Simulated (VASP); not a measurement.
The system is Ta.

```
CELL_PARAMETERS angstrom
-1.62349 1.62349 1.62349
1.62349 -1.62349 1.62349
1.62349 1.62349 -1.62349
ATOMIC_POSITIONS crystal
Ta 0.00000 0.00000 0.00000
```

Base run:

| Property | Result |
| --- | --- |
| Program | VASP 6.6.1 |
| Functional | LDA |
| Potentials or basis | VASP PAW LDA potentials, release 64 (Ta_sv_GW) |
| Cutoff | 500 eV |
| k mesh | 8 × 8 × 8 |
| Occupations | gaussian, width 0.1 eV |
| Spin | no spin polarisation |

Its results: pressure -0.5 GPa.

Q: The run is repeated on the same cell with these changes: potentials or basis from VASP PAW LDA potentials, release 64 (Ta_sv_GW) to VASP PAW LDA potentials, release 64 (Ta_pv); cutoff from 500 eV to 520 eV; valence electrons from 13 to 11. What comes out?

A: Pressure 1.0 GPa.
